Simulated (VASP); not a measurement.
A run of VASP 6.6.1 is set up as follows.

INCAR

```
PREC = Accurate
ENCUT = 500
EDIFF = 1E-6
ISMEAR = 0
SIGMA = 0.05
LREAL = False
LASPH = True
NELM = 120
ALGO = Normal
ISIF = 2
LWAVE = False
LCHARG = True
GGA = CA
LELF = True
LVHAR = True
NBANDS = 19
GGA_COMPAT = False
```

The input KPOINTS:

```
regular mesh
0
Gamma
  5 5 5
```

The input POSCAR:

```
YTl
1.0
    0.0000000000      3.3761114185      3.3761114185
    3.3761114185      0.0000000000      3.3761114185
    3.3761114185      3.3761114185      0.0000000000
Y Tl
1 1
Direct
    0.0000000000      0.0000000000      0.0000000000
    0.2500000000      0.2500000000      0.2500000000
```

Potentials or basis: VASP PAW LDA potentials, release 64 (Y_sv, Tl_d).

The run is started by

```console
$ cat potpaw_LDA.64/Y_sv/POTCAR potpaw_LDA.64/Tl_d/POTCAR > POTCAR
$ mpirun -np 1 vasp_std > vasp.out
```

Q: Predict the pressure.

A: 0.1 GPa.

Q: Estimate the band gap on the k mesh.

A: Zero (bands 12 and 13 overlap by 0.90 eV).

Caveat: spin-orbit coupling is left out, which moves the levels of the heavy elements.
